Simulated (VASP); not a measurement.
Crystal: BAs.

```
CELL_PARAMETERS angstrom
3.11827 0.00000 0.00000
0.00000 2.56559 0.00000
0.00000 0.00000 3.13093
ATOMIC_POSITIONS crystal
B 0.00000 0.50000 0.00000
As 0.50000 0.50000 0.50000
```

Base run:

| Quantity | Value |
| --- | --- |
| Program | VASP 6.6.1 |
| Functional | PBE |
| Dispersion | D3(BJ) |
| Potentials or basis | VASP PAW PBE potentials, release 64 (B, As_d) |
| Cutoff | 600 eV |
| k mesh | 12 × 8 × 6 |
| Occupations | fermi-dirac, width 0.05 eV |
| Spin | no spin polarisation |

Its results: band gap on the k mesh zero (band 9 reaches 8.05 eV, above the bottom of band 10 at 2.66 eV); pressure 0.0 GPa.

**Question.** The run is repeated on the same cell with these changes: potentials or basis from VASP PAW PBE potentials, release 64 (B, As_d) to VASP PAW PBE potentials, release 64 (B, As); cutoff from 600 eV to 520 eV; further incar settings from ALGO = Normal; EDIFF = 1e-06; NBANDS = 16 to ALGO = Normal; EDIFF = 1e-07; NBANDS = 11; valence electrons from 18 to 8. What comes out?

**Answer.** Band gap on the k mesh zero (band 4 reaches 9.49 eV, above the bottom of band 5 at 4.09 eV); pressure 0.5 GPa.

Caveats: pairwise dispersion overbinds metals, which lowers pressure and volume.
